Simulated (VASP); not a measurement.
Write the native input for VASP 6.6.1 that does the following.

| Property | Result |
| --- | --- |
| Task | single point |
| Functional | PBE |
| Potentials or basis | VASP PAW PBE potentials, release 64 (Sr_sv, O) |
| Cutoff | 520 eV |
| k mesh | 9 × 9 × 6 |
| Occupations | gaussian, width 0.05 eV |
| Spin | no spin polarisation |
| Dipole correction | no |
| Further INCAR settings | ALGO = Normal; EDIFF = 1e-06; NBANDS = 24 |

The structure of SrO lies in POSCAR:

```
SrO
1.0
    4.2754662656      0.0000000000      0.0000000000
   -2.1377331328      3.7026623990      0.0000000000
    0.0000000000      0.0000000000      5.1555949900
Sr O
2 2
Direct
    0.3333333300      0.6666666700      0.9381277000
    0.6666666700      0.3333333300      0.4381277000
    0.3333333300      0.6666666700      0.4368723000
    0.6900559318      0.3333333300      0.9368723000
```

These files were run (other wordings do the same):

INCAR

```
PREC = Accurate
ENCUT = 520
EDIFF = 1E-6
ISMEAR = 0
SIGMA = 0.05
LREAL = False
LASPH = True
NELM = 80
ALGO = Normal
ISIF = 2
LWAVE = False
LCHARG = False
GGA = PE
NBANDS = 24
```

KPOINTS

```
regular mesh
0
Gamma
  9 9 6
```

Potentials or basis: VASP PAW PBE potentials, release 64 (Sr_sv, O).

Launch:

```console
$ cat potpaw_PBE.64/Sr_sv/POTCAR potpaw_PBE.64/O/POTCAR > POTCAR
$ mpirun -np 1 vasp_std > vasp.out
```

Results of the run:

| Item | Value |
| --- | --- |
| Pressure | 1.5 GPa |
| Largest force | 0.524 eV/Å |
| Band gap on the k mesh | 2.63 eV |

Caveat: an odd mesh through Γ misses points on the zone boundary, where band edges can lie.

Run time: 7.6 min on 1 thread of AMD EPYC 7R13 Processor (Zen 3), with other jobs on the host, peak memory 0.47 GiB.
